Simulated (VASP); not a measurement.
Crystal: CdS (Hawleyite).

```
CELL_PARAMETERS angstrom
0.00000 2.85696 2.85696
2.85696 0.00000 2.85696
2.85696 2.85696 0.00000
ATOMIC_POSITIONS crystal
Cd 0.00000 0.00000 0.00000
S 0.75000 0.75000 0.75000
```

This cell differs from its parent crystal: volume scaled by 0.94.

Base run:

| Item | Value |
| --- | --- |
| Program | VASP 6.6.1 |
| Functional | PBEsol |
| Potentials or basis | VASP PAW PBE potentials, release 64 (Cd, S) |
| Cutoff | 520 eV |
| k mesh | 8 × 8 × 8 |
| Occupations | fermi-dirac, width 0.05 eV |
| Spin | no spin polarisation |

Its results: band gap on the k mesh 1.13 eV, direct; pressure 4.5 GPa.

The run is repeated on the same cell with these changes: functional from PBEsol to LDA; potentials or basis from VASP PAW PBE potentials, release 64 (Cd, S) to VASP PAW LDA potentials, release 64 (Cd, S). What comes out?

Band gap on the k mesh 1.02 eV, direct; pressure 2.2 GPa.

Caveats: the PAW data sets were made with another functional, which shifts forces and pressure a little (some runs).

